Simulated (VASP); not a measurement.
A run of VASP 6.6.1 is set up as follows.

File INCAR:

```
ALGO = Normal ; EDIFF = 1E-6
ENCUT = 520 ; GGA = PE
ISIF = 2 ; ISMEAR = 0
LASPH = T ; LCHARG = F
LREAL = F ; LWAVE = F
NBANDS = 25 ; NELM = 80
PREC = Accurate ; SIGMA = 0.05
```

Contents of KPOINTS:

```
k-points
0
Gamma
  6 6 8
```

File POSCAR:

```
SiO2
1.0
    4.2676000000      0.0000000000      0.0000000000
    0.0000000000      4.2676000000      0.0000000000
    0.0000000000      0.0000000000      2.7705000000
Si O
2 4
Direct
    0.5000000000      0.5000000000      0.5000000000
    0.0000000000      0.0000000000      0.0000000000
    0.6930127928      0.6930127928      0.0000000000
    0.1930127928      0.8069872072      0.5000000000
    0.3069872072      0.3069872072      0.0000000000
    0.8069872072      0.1930127928      0.5000000000
```

Potentials or basis: VASP PAW PBE potentials, release 64 (Si, O).

Run with:

```sh
$ cat potpaw_PBE.64/Si/POTCAR potpaw_PBE.64/O/POTCAR > POTCAR
$ mpirun -np 1 vasp_std > vasp.out
```

(1) Estimate the pressure.

(2) Estimate the largest force.

Results:

(1) -12.8 GPa.

(2) 0.090 eV/Å.

Caveat: the cell stands under tension.
